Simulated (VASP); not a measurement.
# Cd (Fd-3m) in VASP: notebook

The runs below take Cd through single point, relaxation of cell and atoms, with PBE.

Everything below comes from runs of VASP 6.6.1. Logs are shortened: lines on timing, memory, paths and dates and some standing lists are left out, and cuts for length are marked.

### 1 The cell of the first run

It takes space group Fd-3m (No. 227, cubic). Conventional cell: a = 6.680 Å, b = 6.680 Å, c = 6.680 Å, α = 90.00°, β = 90.00°, γ = 90.00°. Cd (site symmetry -43m) has 4 Cd at 2.89 Å within 3.8 Å.

### 2 Single point, PBE

Contents of INCAR:

```
PREC     = Accurate       # precision mode
ENCUT    = 520            # plane-wave cutoff, eV
EDIFF    = 1E-6           # SCF threshold, eV
ISMEAR   = -1             # smearing method
SIGMA    = 0.08           # smearing width, eV
LREAL    = False          # projectors in reciprocal space
LASPH    = True           # aspherical terms in the spheres
NELM     = 80             # most SCF steps
ALGO     = Normal         # electronic algorithm
ISIF     = 2              # what is computed and relaxed
LWAVE    = False          # write WAVECAR
LCHARG   = False          # write CHGCAR
GGA      = PE             # functional
NBANDS   = 19             # bands
```

Contents of KPOINTS:

```
regular mesh
0
Gamma
  9 9 9
```

Contents of POSCAR:

```
Cd
1.0
    0.0000000000      3.3401201118      3.3401201118
    3.3401201118      0.0000000000      3.3401201118
    3.3401201118      3.3401201118      0.0000000000
Cd
2
Direct
    0.0000000000      0.0000000000      0.0000000000
    0.2500000000      0.2500000000      0.2500000000
```

Potentials or basis: VASP PAW PBE potentials, release 64 (Cd).

Started as:

```bash
$ cat potpaw_PBE.64/Cd/POTCAR > POTCAR
$ mpirun -np 1 vasp_std > vasp.out
```

OUTCAR:

```text
PREC = Accurate
   ENCUT = 520
   EDIFF = 1E-6
   ISMEAR = -1
   LREAL = False
   LASPH = True
   NELM = 80
   ISIF = 2
   GGA = PE

 ion  position               nearest neighbor table
   1  0.000  0.000  0.000-   2 2.89   2 2.89   2 2.89   2 2.89
   2  0.250  0.250  0.250-   1 2.89   1 2.89   1 2.89   1 2.89

  LATTYP: Found a face centered cubic cell.
 ALAT       =     6.6802402236

  Lattice vectors:

 A1 = (   0.0000000000,   3.3401201118,   3.3401201118)
 A2 = (   3.3401201118,   0.0000000000,   3.3401201118)
 A3 = (   3.3401201118,   3.3401201118,   0.0000000000)

Analysis of symmetry for initial positions (statically):
=====================================================================
 Subroutine PRICEL returns:
 Original cell was already a primitive cell.

 Routine SETGRP: Setting up the symmetry group for a
 face centered cubic supercell.

 Subroutine GETGRP returns: Found 48 space group operations
 (whereof 24 operations were pure point group operations)
 out of a pool of 48 trial point group operations.

The static configuration has the point symmetry T_d .
 The point group associated with its full space group is O_h .

Analysis of symmetry for dynamics (positions and initial velocities):
=====================================================================
 Subroutine PRICEL returns:
 Original cell was already a primitive cell.

 Routine SETGRP: Setting up the symmetry group for a
 face centered cubic supercell.

 Subroutine GETGRP returns: Found 48 space group operations
 (whereof 24 operations were pure point group operations)
 out of a pool of 48 trial point group operations.

The dynamic configuration has the point symmetry T_d .
 The point group associated with its full space group is O_h .

 Subroutine INISYM returns: Found 48 space group operations
 (whereof 24 operations are pure point group operations),
 and found     1 'primitive' translations

----------------------------------------------------------------------------------------

                                     Primitive cell

  volume of cell :      74.5274

  direct lattice vectors                    reciprocal lattice vectors
     0.000000000  3.340120112  3.340120112    -0.149695216  0.149695216  0.149695216
     3.340120112  0.000000000  3.340120112     0.149695216 -0.149695216  0.149695216
     3.340120112  3.340120112  0.000000000     0.149695216  0.149695216 -0.149695216

[... 73 lines left out ...]
 SYSTEM =  unknown system
   PREC   = accura    normal or accurate (medium, high low for compatibility)
   ISTART =      0    job   : 0-new  1-cont  2-samecut
   ICHARG =      2    charge: 1-file 2-atom 10-const
   ISPIN  =      1    spin polarized calculation?
   LNONCOLLINEAR =      F non collinear calculations
   LSORBIT =      F    spin-orbit coupling
   LASPH  =      T    aspherical Exc in radial PAW
   ENCUT  =  520.0 eV  38.22 Ry    6.18 a.u.   8.78  8.78  8.78*2*pi/ulx,y,z
   NELM   =     80;   NELMIN=  2; NELMDL= -5     # of ELM steps
   EDIFF  = 0.1E-05   stopping-criterion for ELM
   LREAL  =      F    real-space projection
   EDIFFG = 0.1E-04   stopping-criterion for IOM
   NSW    =      0    number of steps for IOM
   IBRION =     -1    ionic relax: 0-MD 1-quasi-New 2-CG
   NFREE  =      0    steps in history (QN), initial steepest desc. (CG)
   ISIF   =      2    stress and relaxation
   ISYM   =      2    0-nonsym 1-usesym 2-fastsym
   POTIM  = 0.5000    time-step for ionic-motion
   TEBEG  =    0.0;   TEEND  =   0.0 temperature during run
   PSTRESS=    0.0 pullay stress
   NELECT =      24.0000    total number of electrons
   NUPDOWN=      -1.0000    fix difference up-down
   EMIN   =  10.00;   EMAX   =-10.00  energy-range for DOS
   EFERMI =   0.00;   METHOD = LEGACY
   ISMEAR =    -1;   SIGMA  =   0.08  broadening in eV -4-tet -1-fermi 0-gaus
   EFERMI_NEDOS =   21; number of points for ismear=-14 and -15
   IALGO  =     38    algorithm
   IMIX   =      4    mixing-type and parameters
     AMIX     =   0.40;   BMIX     =  1.00
     AMIX_MAG =   1.60;   BMIX_MAG =  1.00
  volume/ion in A,a.u.               =      37.26       251.47
  Fermi-wavevector in a.u.,A,eV,Ry     =   1.122121  2.120502 17.131862  1.259156
  Thomas-Fermi vector in A             =   2.258779
   LORBIT       =      0    0 simple, 1 ext, 2 COOP (PROOUT), +10 PAW based schemes
   GGA     = PE    functional components
   LHFCALC =     F    Hartree Fock is set to
   AEXX    =    0.0000 exact exchange contribution
   IVDW    =     0    specifies the selected vdW correction
   LEPSILON=     F    determine dielectric tensor
   LRPA    =     F    only Hartree local field effects (RPA)
 non-spin polarized calculation
  energy-cutoff  :      520.00
  volume of cell :       74.53
 maximum number of plane-waves:      2020
   NGX = 17   NGY = 17   NGZ = 17

 number of electron      24.0000001 magnetization

 Free energy of the ion-electron system (eV)
  ---------------------------------------------------
  ext. energy  EPLUGINS =         0.00000000
  ---------------------------------------------------
  free energy    TOTEN  =        -0.85132118 eV

  energy without entropy =       -0.82389357  energy(sigma->0) =       -0.83760737

 E-fermi :   0.1018     XC(G=0):  -8.1246

 val. band max:        0.0788064788   @ k =   0.3333   0.2222   0.0000
 cond. band min:       0.1071611983   @ k =  -0.2222   0.3333   0.1111
 fundamental gap:      0.0283547196
 Fermi energy:         0.1018238153

 k-point     1 :       0.0000    0.0000    0.0000
  band No.  band energies     occupation
      1      -9.0229      2.00000
      2      -9.0229      2.00000
      3      -9.0229      2.00000
      4      -8.9705      2.00000
      5      -8.9705      2.00000
      6      -8.3361      2.00000
[... 505 lines left out ...]
      6      -8.5060      2.00000
[... 11 lines left out ...]
     18      11.2325      0.00000
     19      12.1334      0.00000

 [... further k-points ...]
[... 5 lines left out ...]
  --------------------------------------------------------------------------------------
  -------------------------------------------------------------------------------------
  Total        0.0652466      0.0652466      0.0652466     -0.0000000     -0.0000000      0.0000000
  in kB        1.4026598      1.4026598      1.4026598     -0.0000000     -0.0000000      0.0000000
  external PRESSURE =       1.4026598 kB  Pullay stress =       0.0000000 kB

 VOLUME and BASIS-vectors are now :
 -----------------------------------------------------------------------------
  energy-cutoff  :      520.00
  volume of cell :       74.53
      direct lattice vectors                 reciprocal lattice vectors
     0.000000000  3.340120112  3.340120112    -0.149695216  0.149695216  0.149695216
     3.340120112  0.000000000  3.340120112     0.149695216 -0.149695216  0.149695216
     3.340120112  3.340120112  0.000000000     0.149695216  0.149695216 -0.149695216

 POSITION                                       TOTAL-FORCE (eV/Angst)
 -----------------------------------------------------------------------------------
      0.00000      0.00000      0.00000        -0.000000     -0.000000     -0.000000
      1.67006      1.67006      1.67006         0.000000      0.000000      0.000000
 -----------------------------------------------------------------------------------
    total drift:                                0.000000      0.000000     -0.000000

  FREE ENERGIE OF THE ION-ELECTRON SYSTEM (eV)
  ---------------------------------------------------
  free  energy   TOTEN  =        -0.8513211763 eV

  energy  without entropy=       -0.8238935719  energy(sigma->0) =       -0.83760737
```

Wall time 55 s (1 thread of Intel Xeon 8259CL, shared host); peak memory 0.18 GiB.

Results:

* Free energy: -0.8513 eV
* Pressure: 0.1 GPa
* Band gap on the k mesh: zero (band 12 reaches 4.36 eV, above the bottom of band 13 at -0.29 eV)

### 3 Relaxation of cell and atoms, PBE

This run uses another cell than the first one, of 33.37 Å³/atom, 0.896 times its volume.

Contents of INCAR:

```
ALGO     = Normal         # electronic algorithm
EDIFF    = 1E-6           # SCF threshold, eV
EDIFFG   = -0.005         # ionic threshold
ENCUT    = 600            # plane-wave cutoff, eV
GGA      = PE             # functional
IBRION   = 2              # ionic algorithm
ISIF     = 3              # what is computed and relaxed
ISMEAR   = -1             # smearing method
LASPH    = True           # aspherical terms in the spheres
LCHARG   = False          # write CHGCAR
LREAL    = False          # projectors in reciprocal space
LWAVE    = False          # write WAVECAR
NELM     = 60             # most SCF steps
NSW      = 100            # ionic steps
PREC     = Accurate       # precision mode
SIGMA    = 0.08           # smearing width, eV
```

Contents of KPOINTS:

```
k-points
0
Gamma
  9 9 9
```

Contents of POSCAR:

```
Cd
1.0
    0.0000000000      3.2195088072      3.2195088072
    3.2195088072      0.0000000000      3.2195088072
    3.2195088072      3.2195088072      0.0000000000
Cd
2
Direct
    0.0000000000      0.0000000000      0.0000000000
    0.2500000000      0.2500000000      0.2500000000
```

Potentials or basis: VASP PAW PBE potentials, release 64 (Cd).

Started as:

```bash
$ cat potpaw_PBE.64/Cd/POTCAR > POTCAR
$ mpirun -np 1 vasp_std > vasp.out
```

Run time: 2.8 min. Hardware: 1 thread of Intel Xeon 8259CL, shared host; peak memory 0.2 GiB.

Results (log left out):

```
Free energy                            : -0.8480 eV
Relaxed volume                         : 37.60 Å³/atom
Relaxed cell                           : a = 4.738 Å, b = 4.738 Å, c = 4.738 Å, α = 60.00°, β = 60.00°, γ = 60.00°
Space group after relaxing (to 0.05 Å) : Fd-3m (No. 227)
Energy gained by relaxing              : 26.3 meV/atom
Ionic steps                            : 4
Pressure after relaxing                : 0.0 GPa
Band gap on the k mesh                 : zero (band 12 reaches 4.29 eV, above the bottom of band 13 at -0.30 eV)
```

The path:
```tsv
step	energy change (eV)	largest force (eV/Å)	pressure (GPa)	volume (Å³)
1	0.0000	0.0000	2.42	66.74
2	-0.0458	0.0000	0.70	71.72
3	-0.0515	0.0000	-0.22	76.41
4	-0.0525	0.0000	-0.01	75.19
```

Final structure:
```
Cd
1.0
     0.00000    3.35005    3.35005
     3.35005    0.00000    3.35005
     3.35005    3.35005    0.00000
Cd
2
Direct
  0.00000 0.00000 0.00000
  0.25000 0.25000 0.25000
```

Levels at points of the mesh, in eV from the Fermi level:
```csv
k point,band 8,band 9,band 10,band 11,band 12,band 13,band 14,band 15,band 16
"(0.00, 0.00, 0.00)",-8.44,-8.30,-8.30,-6.27,4.22,4.22,4.22,4.72,5.44
```
